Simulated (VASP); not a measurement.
A run of VASP 6.6.1 is set up as follows.

File INCAR:

```
PREC = Accurate
ENCUT = 520
EDIFF = 1E-6
ISMEAR = -1
SIGMA = 0.1
LREAL = False
LASPH = True
NELM = 60
ALGO = Normal
ISIF = 2
LWAVE = False
LCHARG = True
GGA = RP
LELF = True
LVHAR = True
NBANDS = 12
```

KPOINTS

```
regular mesh
0
Gamma
  12 12 12
```

File POSCAR:

```
Cd
1.0
    3.1072089330      0.0000000000      0.0000000000
    0.0000000000      3.1072089330      0.0000000000
    0.0000000000      0.0000000000      3.1072089330
Cd
1
Direct
    0.0000000000      0.0000000000      0.0000000000
```

Potentials or basis: VASP PAW PBE potentials, release 64 (Cd).

Command:

```bash
$ cat potpaw_PBE.64/Cd/POTCAR > POTCAR
$ mpirun -np 1 vasp_std > vasp.out
```

**Question.** What does it give for the pressure?

**Answer.** -0.5 GPa.

**Question.** Predict the band gap on the k mesh.

**Answer.** Zero (band 6 reaches 5.22 eV, above the bottom of band 7 at -0.62 eV).

Caveat: the PAW data sets were made with another functional, which shifts forces and pressure a little.
